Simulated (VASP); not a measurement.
Sr, 1 atom in the cell. The structure is cubic, space group Fm-3m (No. 225). Conventional cell: a = 6.085 Å, b = 6.085 Å, c = 6.085 Å, α = 90.00°, β = 90.00°, γ = 90.00°. Within 5.6 Å of Sr (site symmetry m-3m) lie 12 Sr at 4.30 Å. 

| Property | Result |
| --- | --- |
| Program | VASP 6.6.1 |
| Task | relaxation of cell and atoms |
| Functional | PBEsol |
| Potentials or basis | VASP PAW PBE potentials, release 64 (Sr_sv) |
| Cutoff | 600 eV |
| k mesh | 6 × 6 × 6 |
| Occupations | fermi-dirac, width 0.05 eV |
| Spin | no spin polarisation |
| Dipole correction | no |
| Further INCAR settings | ALGO = Normal; EDIFF = 1e-06; IBRION = 2; EDIFFG = -0.02; NSW = 80; ISIF = 3 |

Potentials or basis: VASP PAW PBE potentials, release 64 (Sr_sv).

The run is started by

```bash
$ cat potpaw_PBE.64/Sr_sv/POTCAR > POTCAR
$ mpirun -np 1 vasp_std > vasp.out
```

Hardware: 1 thread of Intel(R) Xeon(R) 6975P-C (Granite Rapids) (shared host).

How long does it take, and how much memory?

Wall time 19 s on 1 thread of Intel(R) Xeon(R) 6975P-C (Granite Rapids) (shared host), peak memory 0.2 GiB. Counts: scf iterations 27, k points 16, ion steps 3.
